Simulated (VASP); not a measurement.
The system is SbAs (Stibarsen).

```
Sb As
1.0
     2.01275    1.16206    3.61233
    -2.01275    1.16206    3.61233
     0.00000   -2.32412    3.61233
Sb As
1 1
Direct
  0.50000 0.50000 0.50000
  0.00000 0.00000 0.00000
```

| Quantity | Value |
| --- | --- |
| Program | VASP 6.6.1 |
| Task | relaxation of cell and atoms |
| Functional | LDA |
| Potentials or basis | VASP PAW LDA potentials, release 64 (Sb, As) |
| Cutoff | 600 eV |
| k mesh | 12 × 12 × 12 |
| Occupations | fermi-dirac, width 0.05 eV |
| Spin | no spin polarisation |

At the start: pressure -5.2 GPa; volume 25.35 Å³/atom.

Where does the relaxation end?

Over 8 steps the energy falls by 48.0 meV/atom and the volume is 23.54 Å³/atom (-7.1 %); space group Fm-3m (No. 225, to 0.05 Å).

The path:
```tsv
step	energy change (eV)	largest force (eV/Å)	pressure (GPa)	volume (Å³)
1	0.0000	0.0000	-5.24	50.69
2	-0.0563	0.0000	4.13	44.84
3	-0.0779	0.0000	0.39	46.72
4	-0.0853	0.0000	0.23	46.87
5	-0.0957	0.0000	-0.22	47.22
6	-0.0958	0.0000	-0.26	47.25
7	-0.0957	0.0000	0.38	46.87
8	-0.0959	0.0000	0.00	47.09
```

Final structure:
```cif
data_structure
_symmetry_space_group_name_H-M 'P 1'
_symmetry_Int_Tables_number 1
_cell_length_a 4.0543
_cell_length_b 4.0543
_cell_length_c 4.0543
_cell_angle_alpha 59.965
_cell_angle_beta 59.965
_cell_angle_gamma 59.965
_cell_volume 47.09
loop_
_atom_site_label
_atom_site_type_symbol
_atom_site_fract_x
_atom_site_fract_y
_atom_site_fract_z
_atom_site_occupancy
Sb1 Sb 0.50000 0.50000 0.50000 1
As1 As 0.00000 0.00000 0.00000 1
```
